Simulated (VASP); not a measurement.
Runs of VASP 6.6.1 on CoSi2. The structure is that of space group P4/mmm (No. 123), or close to it. The cells are those of the table. 

| task | cell | k mesh | cutoff (eV) | gap on the mesh (eV) | pressure (GPa) | relaxed volume (Å³/atom) |
| --- | --- | --- | --- | --- | --- | --- |
| single point | a = 3.824, b = 3.824, c = 2.679 Å, 3 atoms | 6 × 6 × 6 | 520 | none | -0.1 | - |
| relaxation of cell and atoms | relaxed from a = 3.824, b = 3.824, c = 2.679 Å, 3 atoms | 12 × 12 × 18 | 600 | none | 0.0 | 13.03 |
| relaxation of cell and atoms | relaxed from a = 3.738, b = 3.738, c = 2.800 Å, 3 atoms | 6 × 6 × 6 | 600 | none | 0.0 | (a) |
| single point | a = 3.849, b = 3.849, c = 2.640 Å, 3 atoms | 12 × 12 × 18 | 520 | none | -0.1 | - |

Alike in all rows: level PBE; potentials or basis VASP PAW PBE potentials, release 64 (Co, Si); no spin polarisation; smearing gaussian 0.1 eV.

Estimate the missing entries.

(a) 13.06.

Caveats: some runs use coarse meshes.

A gap of «none» marks levels without a gap at the run's occupations.
